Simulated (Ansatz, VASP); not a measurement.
**Na in VASP and in Ansatz**

```
Na
1.0
    -2.16917    2.16917    2.16917
     2.16917   -2.16917    2.16917
     2.16917    2.16917   -2.16917
Na
1
Direct
  0.00000 0.00000 0.00000
```

Alike in both runs: task single point; functional PBE; k mesh 8 × 8 × 8; no spin polarisation.

```csv
,VASP,Ansatz
version,VASP 6.6.1,Ansatz 0.2.0
potentials or method,"VASP PAW PBE potentials, release 64 (Na_pv), cutoff 500 eV","plane waves, PAW"
occupations,"methfessel-paxton of order 1, width 0.05 eV","cold, width 0.05 eV"
valence electrons in the cell,7,9
```

|  | VASP | Ansatz | Ansatz less VASP |
| --- | --- | --- | --- |
| pressure (GPa) | -0.7 | -0.6 | +0.04 |

VASP's potentials hold 7 valence electrons a cell and Ansatz's 9, so a difference there can come from the potentials and not from the codes.
